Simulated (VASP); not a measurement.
# Sn (I4_1/amd) in VASP: further runs

Sn is run at these levels: LDA; tasks: single point.

Everything below comes from runs of VASP 6.6.1. Logs are shortened: lines on timing, memory, paths and dates and some standing lists are left out, and cuts for length are marked.

### Step 1. The cell of the first run

Symmetry: I4_1/amd, No. 141, tetragonal system. Conventional cell: a = 5.890 Å, b = 5.890 Å, c = 3.181 Å, α = 90.00°, β = 90.00°, γ = 90.00°. Within 4.0 Å of Sn (site symmetry -4m2) lie 10 Sn at 3.05 to 3.79 Å.

### Step 2. Single point, LDA (equal xx and yy strain of +1 %)

INCAR reads:

```
SYSTEM = Sn
  PREC = Accurate
  ENCUT = 520
  EDIFF = 1E-6
  ISMEAR = -1
  SIGMA = 0.05
  LREAL = .FALSE.
  LASPH = .TRUE.
  NELM = 80
  ALGO = Normal
  ISIF = 2
  LWAVE = .FALSE.
  LCHARG = .TRUE.
  LELF = .TRUE.
  LVHAR = .TRUE.
  NBANDS = 21
  ISYM = 0
```

KPOINTS reads:

```
Automatic mesh
0
G
  15 15 10
  0 0 0
```

POSCAR reads:

```
Sn
1.0
   -2.9450085000      2.9450085000      1.5906500000
    2.9450085000     -2.9450085000      1.5906500000
    2.9450085000      2.9450085000     -1.5906500000
Sn
2
Direct
    0.0000000000      0.0000000000      0.0000000000
    0.7500000000      0.2500000000      0.5000000000
```

Potentials or basis: VASP PAW LDA potentials, release 64 (Sn_d).

The run is started by

```sh
cat potpaw_LDA.64/Sn_d/POTCAR > POTCAR
mpirun -np 1 vasp_std > vasp.out
```

OUTCAR:

```text
SYSTEM = Sn
   PREC = Accurate
   ENCUT = 520
   EDIFF = 1E-6
   ISMEAR = -1
   LREAL = .FALSE.
   LASPH = .TRUE.
   NELM = 80
   ISIF = 2
   ISYM = 0

 ion  position               nearest neighbor table
   1  0.000  0.000  0.000-   2 3.05   2 3.05   2 3.05   2 3.05
   2  0.750  0.250  0.500-   1 3.05   1 3.05   1 3.05   1 3.05

IMPORTANT INFORMATION: All symmetrisations will be switched off!
NOSYMM: (Re-)initialisation of all symmetry stuff for point group C_1.

----------------------------------------------------------------------------------------

                                     Primitive cell

  volume of cell :      55.1833

  direct lattice vectors                    reciprocal lattice vectors
    -2.945008500  2.945008500  1.590650000     0.000000000  0.169778797  0.314336906
     2.945008500 -2.945008500  1.590650000     0.169778797  0.000000000  0.314336906
     2.945008500  2.945008500 -1.590650000     0.169778797  0.169778797  0.000000000

  length of vectors
     4.458286392  4.458286392  4.458286392     0.357256953  0.357256953  0.240103477

  position of ions in fractional coordinates (direct lattice)
     0.000000000  0.000000000  0.000000000
     0.750000000  0.250000000  0.500000000

  ion indices of the primitive-cell ions
   primitive index   ion index
                 1           1
                 2           2

----------------------------------------------------------------------------------------

 KPOINTS: Automatic mesh

Automatic generation of k-mesh.
 Grid dimensions read from file:
 generate k-points for:   15   15   10

 Generating k-lattice:

  Cartesian coordinates                     Fractional coordinates (reciprocal lattice)
     0.000000000  0.011318586  0.020955794     0.066666667  0.000000000  0.000000000
     0.011318586  0.000000000  0.020955794     0.000000000  0.066666667  0.000000000
     0.016977880  0.016977880  0.000000000     0.000000000  0.000000000  0.100000000

  Length of vectors
     0.023817130  0.023817130  0.024010348

  Shift w.r.t. Gamma in fractional coordinates (k-lattice)
     0.000000000  0.000000000  0.000000000

 -----------------------------------------------------------------------------
|                                                                             |
|           W    W    AA    RRRRR   N    N  II  N    N   GGGG   !!!           |
[... 59 lines left out ...]
 SYSTEM =  Sn
   PREC   = accura    normal or accurate (medium, high low for compatibility)
   ISTART =      0    job   : 0-new  1-cont  2-samecut
   ICHARG =      2    charge: 1-file 2-atom 10-const
   ISPIN  =      1    spin polarized calculation?
   LNONCOLLINEAR =      F non collinear calculations
   LSORBIT =      F    spin-orbit coupling
   LASPH  =      T    aspherical Exc in radial PAW
   ENCUT  =  520.0 eV  38.22 Ry    6.18 a.u.   8.29  8.29  8.29*2*pi/ulx,y,z
   NELM   =     80;   NELMIN=  2; NELMDL= -5     # of ELM steps
   EDIFF  = 0.1E-05   stopping-criterion for ELM
   LREAL  =      F    real-space projection
   EDIFFG = 0.1E-04   stopping-criterion for IOM
   NSW    =      0    number of steps for IOM
   IBRION =     -1    ionic relax: 0-MD 1-quasi-New 2-CG
   NFREE  =      0    steps in history (QN), initial steepest desc. (CG)
   ISIF   =      2    stress and relaxation
   ISYM   =      0    0-nonsym 1-usesym 2-fastsym
   POTIM  = 0.5000    time-step for ionic-motion
   TEBEG  =    0.0;   TEEND  =   0.0 temperature during run
   PSTRESS=    0.0 pullay stress
   NELECT =      28.0000    total number of electrons
   NUPDOWN=      -1.0000    fix difference up-down
   EMIN   =  10.00;   EMAX   =-10.00  energy-range for DOS
   EFERMI =   0.00;   METHOD = LEGACY
   ISMEAR =    -1;   SIGMA  =   0.05  broadening in eV -4-tet -1-fermi 0-gaus
   EFERMI_NEDOS =   21; number of points for ismear=-14 and -15
   IALGO  =     38    algorithm
   IMIX   =      4    mixing-type and parameters
     AMIX     =   0.40;   BMIX     =  1.00
     AMIX_MAG =   1.60;   BMIX_MAG =  1.00
  volume/ion in A,a.u.               =      27.59       186.20
  Fermi-wavevector in a.u.,A,eV,Ry     =   1.305745  2.467500 23.197514  1.704969
  Thomas-Fermi vector in A             =   2.436593
   LORBIT       =      0    0 simple, 1 ext, 2 COOP (PROOUT), +10 PAW based schemes
   GGA     = CA    functional components
   LHFCALC =     F    Hartree Fock is set to
   AEXX    =    0.0000 exact exchange contribution
   IVDW    =     0    specifies the selected vdW correction
   LEPSILON=     F    determine dielectric tensor
   LRPA    =     F    only Hartree local field effects (RPA)
 non-spin polarized calculation
  energy-cutoff  :      520.00
  volume of cell :       55.18
 maximum number of plane-waves:      1505
 NGX is ok and might be reduce to    36
   NGX = 17   NGY = 17   NGZ = 17

 number of electron      27.9999990 magnetization

 Free energy of the ion-electron system (eV)
  ---------------------------------------------------
  ext. energy  EPLUGINS =         0.00000000
  ---------------------------------------------------
  free energy    TOTEN  =        -8.95794234 eV

  energy without entropy =       -8.95013221  energy(sigma->0) =       -8.95403728

 E-fermi :   7.4851     XC(G=0): -10.4686

 val. band max:        7.4751764682   @ k =   0.0667  -0.4667   0.1000
 cond. band min:       7.4897791214   @ k =   0.1333  -0.0667   0.4000
 fundamental gap:      0.0146026531
 Fermi energy:         7.4850768994

 k-point     1 :       0.0000    0.0000    0.0000
  band No.  band energies     occupation
      1     -14.0286      2.00000
      2     -13.9578      2.00000
      3     -13.9058      2.00000
      4     -13.9049      2.00000
      5     -13.7505      2.00000
      6     -13.7502      2.00000
[... 565 lines left out ...]
     20      16.1692      0.00000
     21      16.2785      0.00000

 [... further k-points ...]
[... 5 lines left out ...]
  --------------------------------------------------------------------------------------
  -------------------------------------------------------------------------------------
  Total       -0.8655242     -0.8655247     -1.1101307     -0.0659777      0.0185919      0.0185872
  in kB      -25.1293970    -25.1294123    -32.2312363     -1.9155785      0.5397916      0.5396560
  external PRESSURE =     -27.4966818 kB  Pullay stress =       0.0000000 kB

 VOLUME and BASIS-vectors are now :
 -----------------------------------------------------------------------------
  energy-cutoff  :      520.00
  volume of cell :       55.18
      direct lattice vectors                 reciprocal lattice vectors
    -2.945008500  2.945008500  1.590650000     0.000000000  0.169778797  0.314336906
     2.945008500 -2.945008500  1.590650000     0.169778797  0.000000000  0.314336906
     2.945008500  2.945008500 -1.590650000     0.169778797  0.169778797  0.000000000

 POSITION                                       TOTAL-FORCE (eV/Angst)
 -----------------------------------------------------------------------------------
      0.00000      0.00000      0.00000         0.000864     -0.000865      0.000001
      0.00000      2.94501      0.79532        -0.000864      0.000865     -0.000001
 -----------------------------------------------------------------------------------
    total drift:                                0.000000     -0.000003      0.000003

  FREE ENERGIE OF THE ION-ELECTRON SYSTEM (eV)
  ---------------------------------------------------
  free  energy   TOTEN  =        -8.9579423441 eV

  energy  without entropy=       -8.9501322061  energy(sigma->0) =       -8.95403728
```

Wall time 31 min (1 thread of Intel Xeon 8259CL, shared host); peak memory 0.99 GiB.

Results:

| Quantity | Value |
| --- | --- |
| Free energy | -8.9579 eV |
| Pressure | -2.7 GPa |
| Band gap on the k mesh | zero (bands 14 and 15 overlap by 4.09 eV) |

Levels at points of the mesh, in eV from the Fermi level:
| k point | band 10 | band 11 | band 12 | band 13 | band 14 | band 15 | band 16 | band 17 | band 18 | band 19 |
| --- | --- | --- | --- | --- | --- | --- | --- | --- | --- | --- |
| (0.00, 0.00, 0.00) | -21.04 | -11.02 | -3.85 | -1.95 | -1.95 | 3.08 | 6.01 | 6.01 | 6.79 | 6.88 |
| (0.00, 0.00, 0.50) | -21.16 | -8.83 | -8.83 | 0.57 | 0.57 | 1.48 | 1.48 | 6.03 | 6.03 | 9.69 |

Caveat: the cell differs from its parent crystal (equal xx and yy strain of +1 %); spin-orbit coupling is left out, which moves the levels of the heavy elements.

### Step 3. Single point, LDA

This run uses another cell than the first one, of 27.05 Å³/atom.

INCAR reads:

```
SYSTEM = Sn
  ALGO = Normal
  EDIFF = 1E-7
  ENCUT = 520
  GGA = CA
  ISIF = 2
  ISMEAR = -1
  ISYM = 0
  LASPH = .TRUE.
  LCHARG = .TRUE.
  LELF = .TRUE.
  LREAL = .FALSE.
  LVHAR = .TRUE.
  LWAVE = .FALSE.
  NBANDS = 21
  NELM = 60
  PREC = Accurate
  SIGMA = 0.05
```

KPOINTS reads:

```
k-points
0
G
  15 15 10
  0 0 0
```

POSCAR reads:

```
Sn
1.0
   -2.9158500000      2.9158500000      1.5906500000
    2.9158500000     -2.9158500000      1.5906500000
    2.9158500000      2.9158500000     -1.5906500000
Sn
2
Direct
    0.0000000000      0.0000000000      0.0000000000
    0.7500000000      0.2500000000      0.5000000000
```

Potentials or basis: VASP PAW LDA potentials, release 64 (Sn_d).

The run is started by

```sh
cat potpaw_LDA.64/Sn_d/POTCAR > POTCAR
mpirun -np 1 vasp_std > vasp.out
```

It took 30 min on 1 thread of Oxide Virtual Turin-like, shared host; peak memory 0.94 GiB.

Results (log left out):

| Property | Result |
| --- | --- |
| Free energy | -8.9708 eV |
| Pressure | -1.8 GPa |
| Band gap on the k mesh | zero (bands 14 and 15 overlap by 4.29 eV) |

Forces in eV/Å, atoms in the order of the input:
```
Sn   0.002 -0.002  0.000
Sn  -0.002  0.002  0.000
```

Stress tensor (GPa, compression positive):
```
-1.42 -0.12  0.05
-0.12 -1.42  0.05
 0.05  0.05 -2.52
```

Levels at points of the mesh, in eV from the Fermi level:
```
           k point  band 11  band 12  band 13  band 14  band 15  band 16  band 17  band 18
(0.00, 0.00, 0.00)   -11.17    -3.70    -1.97    -1.97     3.08     6.19     6.19     6.77
(0.00, 0.00, 0.50)    -8.92    -8.92     0.61     0.61     1.59     1.59     5.96     5.96
```

Caveat: spin-orbit coupling is left out, which moves the levels of the heavy elements.
